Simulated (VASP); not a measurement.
# Mg (Fd-3m) in VASP: notebook

Runs on Mg. Level: revPBE. Tasks: single point.

All numbers are computed with VASP 6.6.1; they aren't measurements. Logs are shortened: lines on timing, memory, paths and dates and some standing lists are left out, and cuts for length are marked.

### 1 The cell of the first run

It takes space group Fd-3m (No. 227, cubic). The conventional cell has a = 6.657 Å, b = 6.657 Å, c = 6.657 Å, α = 90.00°, β = 90.00°, γ = 90.00°. Mg (site symmetry -43m) has 4 Mg at 2.88 Å within 3.8 Å.

### 2 Single point, revPBE (volume scaled by 0.88)

Input file INCAR:

```
  PREC = Accurate
  ENCUT = 520
  EDIFF = 1E-6
  ISMEAR = -1
  SIGMA = 0.1
  LREAL = F
  LASPH = T
  NELM = 60
  ALGO = Normal
  ISIF = 2
  LWAVE = F
  LCHARG = F
  GGA = RE
  NBANDS = 9
```

Input file KPOINTS:

```
regular mesh
0
Gamma
  9 9 9
```

Input file POSCAR:

```
Mg
1.0
    0.0000000000      3.3285674693      3.3285674693
    3.3285674693      0.0000000000      3.3285674693
    3.3285674693      3.3285674693      0.0000000000
Mg
2
Direct
    0.1250000000      0.1250000000      0.1250000000
    0.8750000000      0.8750000000      0.8750000000
```

Potentials or basis: VASP PAW PBE potentials, release 64 (Mg).

Command:

```console
> cat potpaw_PBE.64/Mg/POTCAR > POTCAR
> mpirun -np 1 vasp_std > vasp.out
```

OUTCAR:

```text
PREC = Accurate
   ENCUT = 520
   EDIFF = 1E-6
   ISMEAR = -1
   LREAL = F
   LASPH = T
   NELM = 60
   ISIF = 2
   GGA = RE

 ion  position               nearest neighbor table
   1  0.125  0.125  0.125-   2 2.88   2 2.88   2 2.88   2 2.88
   2  0.875  0.875  0.875-   1 2.88   1 2.88   1 2.88   1 2.88

  LATTYP: Found a face centered cubic cell.
 ALAT       =     6.6571349386

  Lattice vectors:

 A1 = (   0.0000000000,   3.3285674693,   3.3285674693)
 A2 = (   3.3285674693,   0.0000000000,   3.3285674693)
 A3 = (   3.3285674693,   3.3285674693,   0.0000000000)

Analysis of symmetry for initial positions (statically):
=====================================================================
 Subroutine PRICEL returns:
 Original cell was already a primitive cell.

 Routine SETGRP: Setting up the symmetry group for a
 face centered cubic supercell.

 Subroutine GETGRP returns: Found 48 space group operations
 (whereof 12 operations were pure point group operations)
 out of a pool of 48 trial point group operations.

The static configuration has the point symmetry D_3d.
 The point group associated with its full space group is O_h .

Analysis of symmetry for dynamics (positions and initial velocities):
=====================================================================
 Subroutine PRICEL returns:
 Original cell was already a primitive cell.

 Routine SETGRP: Setting up the symmetry group for a
 face centered cubic supercell.

 Subroutine GETGRP returns: Found 48 space group operations
 (whereof 12 operations were pure point group operations)
 out of a pool of 48 trial point group operations.

The dynamic configuration has the point symmetry D_3d.
 The point group associated with its full space group is O_h .

 Subroutine INISYM returns: Found 48 space group operations
 (whereof 12 operations are pure point group operations),
 and found     1 'primitive' translations

----------------------------------------------------------------------------------------

                                     Primitive cell

  volume of cell :      73.7568

  direct lattice vectors                    reciprocal lattice vectors
     0.000000000  3.328567469  3.328567469    -0.150214771  0.150214771  0.150214771
     3.328567469  0.000000000  3.328567469     0.150214771 -0.150214771  0.150214771
     3.328567469  3.328567469  0.000000000     0.150214771  0.150214771 -0.150214771

  length of vectors
     4.707305258  4.707305258  4.707305258     0.260179615  0.260179615  0.260179615

  position of ions in fractional coordinates (direct lattice)
     0.125000000  0.125000000  0.125000000
     0.875000000  0.875000000  0.875000000

  ion indices of the primitive-cell ions
   primitive index   ion index
                 1           1
                 2           2

----------------------------------------------------------------------------------------

 KPOINTS: regular mesh

Automatic generation of k-mesh.
 Grid dimensions read from file:
 generate k-points for:    9    9    9

 Generating k-lattice:

  Cartesian coordinates                     Fractional coordinates (reciprocal lattice)
    -0.016690530  0.016690530  0.016690530     0.111111111  0.000000000  0.000000000
     0.016690530 -0.016690530  0.016690530     0.000000000  0.111111111  0.000000000
     0.016690530  0.016690530 -0.016690530     0.000000000  0.000000000  0.111111111

  Length of vectors
     0.028908846  0.028908846  0.028908846

  Shift w.r.t. Gamma in fractional coordinates (k-lattice)
     0.000000000  0.000000000  0.000000000

 Subroutine IBZKPT returns following result:
 ===========================================

 Found     35 irreducible k-points:

 Following reciprocal coordinates:
            Coordinates               Weight
  0.000000  0.000000  0.000000      1.000000
  0.111111  0.000000  0.000000      8.000000
  0.222222  0.000000  0.000000      8.000000
  0.333333  0.000000  0.000000      8.000000
  0.444444  0.000000  0.000000      8.000000
  0.111111  0.111111  0.000000      6.000000
[... 16 lines left out ...]
 -0.333333  0.333333  0.000000     12.000000
  0.444444  0.444444  0.000000      6.000000
 [... further k-points ...]
   k-points           NKPTS =     35   k-points in BZ     NKDIM =     35   number of bands    NBANDS=      9
   number of dos      NEDOS =    301   number of ions     NIONS =      2
   total plane-waves  NPLWV =  46656
   dimension x,y,z NGX =    36 NGY =   36 NGZ =   36
   dimension x,y,z NGXF=    72 NGYF=   72 NGZF=   72
   ions per type =               2
   NGX,Y,Z   is equivalent  to a cutoff of  12.71, 12.71, 12.71 a.u.
   NGXF,Y,Z  is equivalent  to a cutoff of  25.43, 25.43, 25.43 a.u.
 SYSTEM =  unknown system
   PREC   = accura    normal or accurate (medium, high low for compatibility)
   ISTART =      0    job   : 0-new  1-cont  2-samecut
   ICHARG =      2    charge: 1-file 2-atom 10-const
   ISPIN  =      1    spin polarized calculation?
   LNONCOLLINEAR =      F non collinear calculations
   LSORBIT =      F    spin-orbit coupling
   LASPH  =      T    aspherical Exc in radial PAW
   ENCUT  =  520.0 eV  38.22 Ry    6.18 a.u.   8.75  8.75  8.75*2*pi/ulx,y,z
   NELM   =     60;   NELMIN=  2; NELMDL= -5     # of ELM steps
   EDIFF  = 0.1E-05   stopping-criterion for ELM
   LREAL  =      F    real-space projection
   EDIFFG = 0.1E-04   stopping-criterion for IOM
   NSW    =      0    number of steps for IOM
   IBRION =     -1    ionic relax: 0-MD 1-quasi-New 2-CG
   NFREE  =      0    steps in history (QN), initial steepest desc. (CG)
   ISIF   =      2    stress and relaxation
   ISYM   =      2    0-nonsym 1-usesym 2-fastsym
   POTIM  = 0.5000    time-step for ionic-motion
   TEBEG  =    0.0;   TEEND  =   0.0 temperature during run
   PSTRESS=    0.0 pullay stress
   NELECT =       4.0000    total number of electrons
   NUPDOWN=      -1.0000    fix difference up-down
   EMIN   =  10.00;   EMAX   =-10.00  energy-range for DOS
   EFERMI =   0.00;   METHOD = LEGACY
   ISMEAR =    -1;   SIGMA  =   0.10  broadening in eV -4-tet -1-fermi 0-gaus
   EFERMI_NEDOS =   21; number of points for ismear=-14 and -15
   IALGO  =     38    algorithm
   IMIX   =      4    mixing-type and parameters
     AMIX     =   0.40;   BMIX     =  1.00
     AMIX_MAG =   1.60;   BMIX_MAG =  1.00
  volume/ion in A,a.u.               =      36.88       248.87
  Fermi-wavevector in a.u.,A,eV,Ry     =   0.619670  1.171007  5.224521  0.383991
  Thomas-Fermi vector in A             =   1.678550
   LORBIT       =      0    0 simple, 1 ext, 2 COOP (PROOUT), +10 PAW based schemes
   GGA     = RE    functional components
   LHFCALC =     F    Hartree Fock is set to
   AEXX    =    0.0000 exact exchange contribution
   IVDW    =     0    specifies the selected vdW correction
   LEPSILON=     F    determine dielectric tensor
   LRPA    =     F    only Hartree local field effects (RPA)
 non-spin polarized calculation
  energy-cutoff  :      520.00
  volume of cell :       73.76
 maximum number of plane-waves:      2004
   NGX = 17   NGY = 17   NGZ = 17

 number of electron       4.0000000 magnetization

 Free energy of the ion-electron system (eV)
  ---------------------------------------------------
  ext. energy  EPLUGINS =         0.00000000
  ---------------------------------------------------
  free energy    TOTEN  =        -1.17044213 eV

  energy without entropy =       -1.13279351  energy(sigma->0) =       -1.15161782

 E-fermi :   0.4439     XC(G=0):  -6.8727

 val. band max:        0.3765419797   @ k =  -0.2222   0.2222   0.0000
 cond. band min:       0.5447494620   @ k =   0.3333   0.3333   0.0000
 fundamental gap:      0.1682074823
 Fermi energy:         0.4439292686

 k-point     1 :       0.0000    0.0000    0.0000
  band No.  band energies     occupation
      1      -4.7303      2.00000
      2       3.8658      0.00000
      3       3.8658      0.00000
      4       3.8658      0.00000
      5       4.9086      0.00000
      6       4.9086      0.00000
      7       4.9086      0.00000
      8       6.9925      0.00000
      9       7.6696      0.00000

 k-point     2 :       0.1111    0.0000    0.0000
  band No.  band energies     occupation
      1      -4.6109      2.00000
      2       2.7714      0.00000
      3       3.6227      0.00000
      4       3.6227      0.00000
      5       5.1368      0.00000
      6       5.2480      0.00000
      7       5.2480      0.00000
      8       7.3668      0.00000
      9       7.3844      0.00000

 k-point     3 :       0.2222    0.0000    0.0000
  band No.  band energies     occupation
      1      -4.2566      2.00000
      2       1.2099      0.00094
      3       3.2881      0.00000
      4       3.2881      0.00000
      5       4.9847      0.00000
      6       5.5250      0.00000
      7       5.5250      0.00000
      8       7.2315      0.00000
      9       7.2315      0.00000

 k-point     4 :       0.3333    0.0000    0.0000
  band No.  band energies     occupation
      1      -3.6853      2.00000
      2      -0.2273      1.99757
      3       3.0661      0.00000
      4       3.0661      0.00000
      5       4.7993      0.00000
      6       5.2365      0.00000
      7       5.2365      0.00000
      8       7.3936      0.00000
      9       8.1313      0.00000
[... 205 lines left out ...]
 k-point    22 :      -0.4444    0.3333    0.0000
  band No.  band energies     occupation
      1      -2.0651      2.00000
      2      -0.9848      2.00000
      3       0.2035      1.83436
      4       1.7771      0.00000
      5       3.3174      0.00000
      6       5.3502      0.00000
      7       8.0050      0.00000
      8       8.6493      0.00000
      9       9.3867      0.00000

 k-point    23 :      -0.3333    0.3333    0.0000
  band No.  band energies     occupation
      1      -2.1550      2.00000
      2      -0.8884      2.00000
      3      -0.1120      1.99232
      4       2.0727      0.00000
      5       3.6467      0.00000
      6       6.8199      0.00000
      7       7.6778      0.00000
      8       7.7653      0.00000
      9       8.4213      0.00000

 k-point    24 :       0.4444    0.4444    0.0000
  band No.  band energies     occupation
      1      -2.2450      2.00000
      2      -0.9290      2.00000
      3       1.5060      0.00005
      4       1.5060      0.00005
      5       2.9426      0.00000
      6       3.0777      0.00000
      7       9.9919      0.00000
      8       9.9919      0.00000
      9      10.4345      0.00000

 [... further k-points ...]
[... 5 lines left out ...]
  --------------------------------------------------------------------------------------
  -------------------------------------------------------------------------------------
  Total        0.7456091      0.7456091      0.7456091     -0.0000000      0.0000000     -0.0000000
  in kB       16.1964448     16.1964448     16.1964448     -0.0000000      0.0000000     -0.0000000
  external PRESSURE =      16.1964448 kB  Pullay stress =       0.0000000 kB

 VOLUME and BASIS-vectors are now :
 -----------------------------------------------------------------------------
  energy-cutoff  :      520.00
  volume of cell :       73.76
      direct lattice vectors                 reciprocal lattice vectors
     0.000000000  3.328567469  3.328567469    -0.150214771  0.150214771  0.150214771
     3.328567469  0.000000000  3.328567469     0.150214771 -0.150214771  0.150214771
     3.328567469  3.328567469  0.000000000     0.150214771  0.150214771 -0.150214771

 POSITION                                       TOTAL-FORCE (eV/Angst)
 -----------------------------------------------------------------------------------
      0.83214      0.83214      0.83214        -0.000000      0.000000      0.000000
      5.82499      5.82499      5.82499         0.000000     -0.000000     -0.000000
 -----------------------------------------------------------------------------------
    total drift:                               -0.000000      0.000000      0.000000

  FREE ENERGIE OF THE ION-ELECTRON SYSTEM (eV)
  ---------------------------------------------------
  free  energy   TOTEN  =        -1.1704421260 eV

  energy  without entropy=       -1.1327935057  energy(sigma->0) =       -1.15161782
```

Wall time 41 s (1 thread of AMD EPYC 7R13, shared host); peak memory 0.17 GiB.

Results:

```
Free energy            : -1.1704 eV
Pressure               : 1.6 GPa
Band gap on the k mesh : zero (band 2 reaches 3.87 eV, above the bottom of band 3 at -0.11 eV)
```

Caveat: the PAW data sets were made with another functional, which shifts forces and pressure a little.

### 3 Single point, revPBE (volume scaled by 0.92)

Input file INCAR:

```
PREC = Accurate
ENCUT = 520
EDIFF = 1E-6
ISMEAR = -1
SIGMA = 0.1
LREAL = F
LASPH = T
NELM = 80
ALGO = Normal
ISIF = 2
LWAVE = F
LCHARG = T
GGA = RE
LELF = T
LVHAR = T
NBANDS = 9
```

KPOINTS is that of step 2.

Input file POSCAR:

```
Mg
1.0
    0.0000000000      3.3782549062      3.3782549062
    3.3782549062      0.0000000000      3.3782549062
    3.3782549062      3.3782549062      0.0000000000
Mg
2
Direct
    0.1250000000      0.1250000000      0.1250000000
    0.8750000000      0.8750000000      0.8750000000
```

Potentials or basis: VASP PAW PBE potentials, release 64 (Mg).

Command:

```console
> cat potpaw_PBE.64/Mg/POTCAR > POTCAR
> mpirun -np 1 vasp_std > vasp.out
```

Run time: 47 s. Hardware: 1 thread of AMD EPYC 7R13, shared host; peak memory 0.17 GiB.

Results (log left out):

| Quantity | Value |
| --- | --- |
| Free energy | -1.1971 eV |
| Pressure | 1.0 GPa |
| Band gap on the k mesh | zero (band 2 reaches 3.61 eV, above the bottom of band 3 at -0.21 eV) |

Levels at points of the mesh, in eV from the Fermi level:
```
           k point  band 1  band 2  band 3  band 4  band 5
(0.00, 0.00, 0.00)   -5.05    3.30    3.30    3.30    4.36
```

Caveat: the PAW data sets were made with another functional, which shifts forces and pressure a little.
